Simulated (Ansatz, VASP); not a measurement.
**TiB2 in VASP and in Ansatz**

The input INCAR:

```
PREC = Accurate
ENCUT = 520
EDIFF = 1E-8
ISMEAR = -1
SIGMA = 0.08
LREAL = F
LASPH = T
NELM = 60
ALGO = Normal
ISIF = 2
LWAVE = F
LCHARG = F
GGA = PE
LEFG = T
NBANDS = 16
```

Contents of KPOINTS:

```
Automatic mesh
0
Gamma
  15 15 13
```

File POSCAR:

```
TiB2
1.0
    2.9673604788      0.0000000000      0.0000000000
   -1.4836802394      2.5698095569      0.0000000000
    0.0000000000      0.0000000000      3.1624957934
Ti B
1 2
Direct
    0.0000000000      0.0000000000      0.0000000000
    0.3333333333      0.6666666667      0.5000000000
    0.6666666667      0.3333333333      0.5000000000
```

Input for Ansatz:

```yaml
crystal:
  lattice:
    - [2.9673604788, 0.0, 0.0]
    - [-1.4836802394, 2.5698095569, 0.0]
    - [0.0, 0.0, 3.1624957934]
  atoms:
    - { symbol: Ti, position: [0.0, 0.0, 0.0] }
    - { symbol: B, position: [0.3333333333, 0.6666666667, 0.5] }
    - { symbol: B, position: [0.6666666667, 0.3333333333, 0.5] }
kpoints:
  mp_grid: { grid: [15, 15, 13] }
scf:
  occupations: { method: fermi_dirac, width: 0.08 }
hamiltonian:
  xc: pbe
  pseudopotentials: { kind: all_electron, datasets: crystal }
output:
  forces: true
  stress: true
  eigenvalues: true
  efg: { contact_densities: true }
```

Change from the starting cell: volume scaled by 0.94, crystal datasets.

Alike in both runs: task electric field gradients; functional PBE; k mesh 15 × 15 × 13; occupations fermi-dirac, width 0.08 eV; no spin polarisation.

|  | VASP | Ansatz |
| --- | --- | --- |
| version | VASP 6.6.1 | Ansatz 0.2.0 |
| potentials or method | VASP PAW PBE potentials, release 64 (Ti_sv, B), cutoff 520 eV | all-electron PAW with datasets made for the crystal, scalar-relativistic |

```tsv
	VASP	Ansatz	Ansatz less VASP
pressure (GPa)	18.3	18.1	-0.18
traceless stress, the component that is largest in VASP (GPa)	-3.19	-3.16	+0.034
size of Vzz on the site where it differs most (V/Å²)	18.7	21.7	+3.05
```

Ansatz ran all-electron here, and VASP with PAW potentials.
